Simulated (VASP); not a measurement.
Input of a VASP 6.6.1 run:

INCAR

```
  ALGO = Normal
  EDIFF = 1E-7
  ENCUT = 520
  GGA = PS
  ISIF = 2
  ISMEAR = 0
  LASPH = True
  LCHARG = True
  LELF = True
  LREAL = False
  LVHAR = True
  LWAVE = False
  NBANDS = 14
  NELM = 60
  PREC = Accurate
  SIGMA = 0.15
```

The input KPOINTS:

```
k-points
0
Gamma
  16 16 16
```

The input POSCAR:

```
AlCu
1.0
    3.0298959828      0.0000000000      0.0000000000
    0.0000000000      3.0298959828      0.0000000000
    0.0000000000      0.0000000000      3.0298959828
Al Cu
1 1
Direct
    0.0000000000      0.0000000000      0.0000000000
    0.5000000000      0.5000000000      0.5000000000
```

Potentials or basis: VASP PAW PBE potentials, release 64 (Al, Cu).

Launch:

```sh
$ cat potpaw_PBE.64/Al/POTCAR potpaw_PBE.64/Cu/POTCAR > POTCAR
$ mpirun -np 1 vasp_std > vasp.out
```

(1) Predict the pressure.

(2) What does it give for the band gap on the k mesh?

Results:

(1) -7.6 GPa.

(2) zero (bands 7 and 8 overlap by 4.59 eV).

Caveat: the cell differs from its parent crystal (the cell strained); the cell stands under tension; the PAW data sets were made with another functional, which shifts forces and pressure a little.
